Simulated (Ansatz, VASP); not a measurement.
## B5P: VASP beside Ansatz

```
B P
1.0
     0.00000    2.80101    2.80101
     2.80101    0.00000    2.80101
     2.80101    2.80101    0.00000
B P
5 1
Direct
  0.25000 0.25000 0.25000
  0.13771 0.62076 0.62076
  0.62076 0.62076 0.62076
  0.62076 0.13771 0.62076
  0.62076 0.62076 0.13771
  0.00000 0.00000 0.00000
```

Change from the starting cell: species swapped into the ZrNi5 type (F-43m, No. 216).

Alike in both runs: functional PBE; k mesh 4 × 4 × 4; occupations gaussian, width 0.2 eV; no spin polarisation.

Ansatz relaxed the structure, and its values are those at the end. VASP's run is a single point on that final structure, the one shown.

|  | VASP | Ansatz |
| --- | --- | --- |
| version | VASP 6.6.1 | Ansatz 0.2.0 |
| potentials or method | VASP PAW PBE potentials, release 64 (B, P), cutoff 500 eV | scalar-relativistic, plane waves, PAW |
| valence electrons in the cell | 20 | 20 |

```csv
,VASP,Ansatz,Ansatz less VASP
gap on the k mesh at the Fermi level (eV),none,none,-
pressure (GPa),0.3,0.5,+0.20
rms of the force components (eV/Å),0.028,0.028,+0.0007
```

A gap of «none» marks a metal or a gap that the smearing closes.

The k mesh is coarse, so the values compare programs but aren't converged.
